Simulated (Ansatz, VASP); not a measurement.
# TeW in VASP and in Ansatz

```
W Te
1.0
     0.00000    3.02418    3.02418
     3.02418    0.00000    3.02418
     3.02418    3.02418    0.00000
W Te
1 1
Cartesian
  0.0000 0.0000 0.0000
  1.5121 1.5121 1.5121
```

Alike in both runs: task single point; functional r2SCAN; k mesh 12 × 12 × 12; occupations gaussian, width 0.1 eV; no spin polarisation.

```csv
,VASP,Ansatz
version,VASP 6.6.1,Ansatz 0.2.0
potentials or method,"VASP PAW PBE potentials, release 64 (W_sv, Te), cutoff 520 eV","scalar-relativistic, plane waves, PAW"
valence electrons in the cell,20,30
```

VASP gave:

| Item | Value |
| --- | --- |
| gap on the k mesh at the Fermi level (eV) | none |
| pressure (GPa) | 0.6 |

Which values does Ansatz return?

gap on the k mesh at the Fermi level (eV): none; pressure (GPa): 0.7.

VASP's potentials were made for PBE, not for r2SCAN. A gap of «none» marks a metal or a gap that the smearing closes. VASP's potentials hold 20 valence electrons a cell and Ansatz's 30, so a difference there can come from the potentials and not from the codes.

Spin-orbit coupling is off throughout.
